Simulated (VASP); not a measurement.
Write the native input for VASP 6.6.1 that does the following.

```
Task                   : single point
Functional             : PBE
Dispersion             : D3(BJ)
Potentials or basis    : VASP PAW PBE potentials, release 64 (S)
Cutoff                 : 520 eV
k mesh                 : 15 × 15 × 15
Occupations            : fermi-dirac, width 0.1 eV
Spin                   : no spin polarisation
Dipole correction      : no
Further INCAR settings : ALGO = Normal; EDIFF = 1e-06; NBANDS = 9
```

The structure of S lies in POSCAR:

```
S
1.0
    1.7581679404      1.0150784559      1.4353394772
   -1.7581679404      1.0150784559      1.4353394772
    0.0000000000     -2.0301577451      1.4353388880
S
1
Direct
    0.0000000000      0.0000000000      0.0000000000
```

One way to write it, as run:

INCAR

```
SYSTEM = S
PREC = Accurate
ENCUT = 520
EDIFF = 1E-6
ISMEAR = -1
SIGMA = 0.1
LREAL = .FALSE.
LASPH = .TRUE.
NELM = 80
ALGO = Normal
ISIF = 2
LWAVE = .FALSE.
LCHARG = .FALSE.
GGA = PE
IVDW = 12
NBANDS = 9
```

KPOINTS

```
regular mesh
0
G
  15 15 15
  0 0 0
```

Potentials or basis: VASP PAW PBE potentials, release 64 (S).

Run with:

```sh
$ cat potpaw_PBE.64/S/POTCAR > POTCAR
$ mpirun -np 1 vasp_std > vasp.out
```

Results of the run:

```
Pressure                   : 7.3 GPa
Band gap on the k mesh     : zero (band 3 reaches 12.19 eV, above the bottom of band 4 at 4.58 eV)
Dispersion energy per atom : -0.400 eV
```

Caveat: three body term missing; pairwise dispersion overbinds metals, which lowers pressure and volume.

Wall time 30 s on 1 thread of AMD EPYC 7R13, on a shared host, peak memory 0.12 GiB.
